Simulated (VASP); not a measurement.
Ir:

```
Ir
1.0
     2.75138    0.00000    0.00000
    -1.37569    2.38276    0.00000
     0.00000    0.00000    4.46229
Ir
2
Direct
  0.33333 0.66667 0.25000
  0.66667 0.33333 0.75000
```

* Program: VASP 6.6.1
* Task: relaxation of cell and atoms
* Functional: PBEsol
* Potentials or basis: VASP PAW PBE potentials, release 64 (Ir)
* Cutoff: 600 eV
* k mesh: 11 × 11 × 6
* Occupations: fermi-dirac, width 0.05 eV
* Spin: no spin polarisation

At the start: pressure -11.5 GPa; volume 14.63 Å³/atom.

Problem. Where does the relaxation end?

Solution. Over 7 steps the energy falls by 17.5 meV/atom and the volume is 14.16 Å³/atom (-3.2 %); space group P6_3/mmc (No. 194, to 0.05 Å).

The path:
```csv
step,energy change (eV),largest force (eV/Å),pressure (GPa),volume (Å³)
1,0.0000,0.0000,-11.55,29.25
2,0.5598,0.0000,65.33,25.01
3,-0.0349,0.0000,-0.68,28.37
4,-0.0350,0.0000,-0.13,28.33
5,-0.0350,0.0000,0.12,28.31
6,-0.0350,0.0000,-0.37,28.34
7,-0.0350,0.0000,0.01,28.32
```

Final structure:
```cif
data_structure
_symmetry_space_group_name_H-M 'P 1'
_symmetry_Int_Tables_number 1
_cell_length_a 2.7220
_cell_length_b 2.7220
_cell_length_c 4.4127
_cell_angle_alpha 90.000
_cell_angle_beta 90.000
_cell_angle_gamma 120.000
_cell_volume 28.32
loop_
_atom_site_label
_atom_site_type_symbol
_atom_site_fract_x
_atom_site_fract_y
_atom_site_fract_z
_atom_site_occupancy
Ir1 Ir 0.33333 0.66667 0.25000 1
Ir2 Ir 0.66667 0.33333 0.75000 1
```

Caveat: the PAW data sets were made with another functional, which shifts forces and pressure a little.
